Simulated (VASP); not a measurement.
Gd:

```
Gd
1.0
    -1.99763    1.99763    1.99763
     1.99763   -1.99763    1.99763
     1.99763    1.99763   -1.99763
Gd
1
Direct
  0.00000 0.00000 0.00000
```

This cell differs from its parent crystal: volume scaled by 0.96.

Base run:

| Quantity | Value |
| --- | --- |
| Program | VASP 6.6.1 |
| Functional | PBE |
| Potentials or basis | VASP PAW PBE potentials, release 64 (Gd) |
| Cutoff | 520 eV |
| k mesh | 9 × 9 × 9 |
| Occupations | fermi-dirac, width 0.05 eV |
| Spin | collinear spin, ferromagnetic start |
| Starting moments | [7.0] μB |

Its results: pressure 1.6 GPa; net moment 7.58 μB per cell; site moments Gd +7.00 μB.

The run is repeated on the same cell with these changes: functional from PBE to PBEsol. What comes out?

Pressure -1.0 GPa; net moment 7.59 μB per cell; site moments Gd +7.00 μB.

PBEsol binds more tightly than PBE, so the same cell stands under less pressure.

Caveats: the PAW data sets were made with another functional, which shifts forces and pressure a little (some runs).
